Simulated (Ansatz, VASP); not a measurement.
# Te2Mo: VASP beside Ansatz

```
CELL_PARAMETERS angstrom
3.56023 0.00000 0.00000
-1.78012 3.08325 0.00000
0.00000 0.00000 18.92598
ATOMIC_POSITIONS crystal
Te 0.33333 0.66667 0.89786
Te 0.33333 0.66667 0.10214
Mo 0.00000 0.00000 0.00000
```

Change from the starting cell: strain +0.000 along x and y, +0.080 along z, atoms carried along.

Alike in both runs: task single point; functional LDA; k mesh 12 × 12 × 2; occupations gaussian, width 0.05 eV; no spin polarisation.

```csv
,VASP,Ansatz
version,VASP 6.6.1,Ansatz 0.2.0
potentials or method,"VASP PAW LDA potentials, release 64 (Te, Mo_sv), cutoff 520 eV","scalar-relativistic, plane waves, PAW"
valence electrons in the cell,26,46
```

|  | VASP | Ansatz | Ansatz less VASP |
| --- | --- | --- | --- |
| gap on the k mesh at the Fermi level (eV) | 0.97 | 0.96 | -0.005 |
| least direct gap on the mesh (eV) | 1.16 | 1.16 | -0.002 |
| rms of the force components (eV/Å) | 0.916 | 0.933 | +0.0168 |

LDA's correlation is that of Perdew and Zunger in VASP and of Perdew and Wang (1992) in Ansatz. Atom by atom the forces differ by 0.017 eV/Å (rms over components). VASP's potentials hold 26 valence electrons a cell and Ansatz's 46, so a difference there can come from the potentials and not from the codes.

Neither program's run includes spin-orbit coupling.
